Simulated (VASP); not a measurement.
SiC, 4 atoms in the cell. Symmetry: P6_3mc, No. 186, hexagonal system. Conventional cell: a = 3.076 Å, b = 3.076 Å, c = 5.048 Å, α = 90.00°, β = 90.00°, γ = 120.00°. Si (site symmetry 3m) has 4 C at 1.87 to 1.94 Å within 2.5 Å. Within 2.5 Å of C (site symmetry 3m) lie 4 Si at 1.87 to 1.94 Å. 

| Property | Result |
| --- | --- |
| Program | VASP 6.6.1 |
| Task | relaxation of cell and atoms |
| Functional | r2SCAN |
| Dispersion | rVV10 |
| Potentials or basis | VASP PAW PBE potentials, release 64 (Si, C) |
| Cutoff | 600 eV |
| k mesh | 6 × 6 × 4 |
| Occupations | gaussian, width 0.01 eV |
| Spin | no spin polarisation |
| Dipole correction | no |
| Further INCAR settings | ALGO = Normal; EDIFF = 1e-06; IBRION = 2; EDIFFG = -0.02; NSW = 80; ISIF = 3 |

Potentials or basis: VASP PAW PBE potentials, release 64 (Si, C).

Command:

```console
$ cat potpaw_PBE.64/Si/POTCAR potpaw_PBE.64/C/POTCAR > POTCAR
$ cp INCAR.step1 INCAR
$ mpirun -np 1 vasp_std > vasp.out
$ cp INCAR.step2 INCAR
$ mpirun -np 1 vasp_std > vasp.out
```

Hardware: 1 thread of Intel(R) Xeon(R) Platinum 8559C (Emerald Rapids), with other jobs on the host.

Q: Estimate the wall time of this run.

A: Wall time 5.1 min on 1 thread of Intel(R) Xeon(R) Platinum 8559C (Emerald Rapids) (shared host), peak memory 0.3 GiB. Counts: k points 21, ion steps 5.
